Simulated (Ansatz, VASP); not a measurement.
SnO2 in VASP and in Ansatz

INCAR

```
SYSTEM = SnO2
PREC = Accurate ; ENCUT = 520
EDIFF = 1E-7 ; ISMEAR = 0
SIGMA = 0.02 ; LREAL = .FALSE.
LASPH = .TRUE. ; NELM = 100
ALGO = Normal ; ISIF = 2
LWAVE = .FALSE. ; LCHARG = .FALSE.
GGA = PE ; NBANDS = 20
```

The input KPOINTS:

```
Automatic mesh
0
G
  12 12 12
  0 0 0
```

Contents of POSCAR:

```
SnO2
1.0
    1.6214915684      0.9361685935      4.6696324183
   -1.6214915684      0.9361685935      4.6696324183
    0.0000000000     -1.8723371870      4.6696324183
Sn O
1 2
Direct
    0.4990497669      0.4990497669      0.4990497669
    0.2400599876      0.2400599876      0.2400599876
    0.7608902455      0.7608902455      0.7608902455
```

Input for Ansatz:

```yaml
crystal:
  lattice:
    - [1.6214915684, 0.9361685935, 4.6696324183]
    - [-1.6214915684, 0.9361685935, 4.6696324183]
    - [0.0, -1.872337187, 4.6696324183]
  atoms:
    - { symbol: Sn, position: [0.4990497669, 0.4990497669, 0.4990497669] }
    - { symbol: O, position: [0.2400599876, 0.2400599876, 0.2400599876] }
    - { symbol: O, position: [0.7608902455, 0.7608902455, 0.7608902455] }
basis:
  ecutwfc: 420
kpoints:
  mp_grid: { grid: [12, 12, 12] }
hamiltonian:
  xc: pbe
scf:
  occupations: { method: gaussian, width: 0.02 }
output:
  forces: true
  stress: true
  eigenvalues: true
```

Alike in both runs: task single point; functional PBE; k mesh 12 × 12 × 12; occupations gaussian, width 0.02 eV; no spin polarisation.

|  | VASP | Ansatz |
| --- | --- | --- |
| version | VASP 6.6.1 | Ansatz 0.2.0 |
| potentials or method | VASP PAW PBE potentials, release 64 (Sn_d, O), cutoff 520 eV | scalar-relativistic, plane waves, PAW |
| valence electrons in the cell | 26 | 26 |

VASP gave:

| Property | Result |
| --- | --- |
| gap on the k mesh at the Fermi level (eV) | 1.76 |
| least direct gap on the mesh (eV) | 1.80 |
| pressure (GPa) | -1.2 |
| traceless stress, the component that is largest in VASP (GPa) | -0.27 |
| rms of the force components (eV/Å) | 0.187 |

Which values does Ansatz return?

gap on the k mesh at the Fermi level (eV): 1.78; least direct gap on the mesh (eV): 1.82; pressure (GPa): -1.7; traceless stress, the component that is largest in VASP (GPa): 0.08; rms of the force components (eV/Å): 0.202.

Atom by atom the forces differ by 0.023 eV/Å (rms over components).
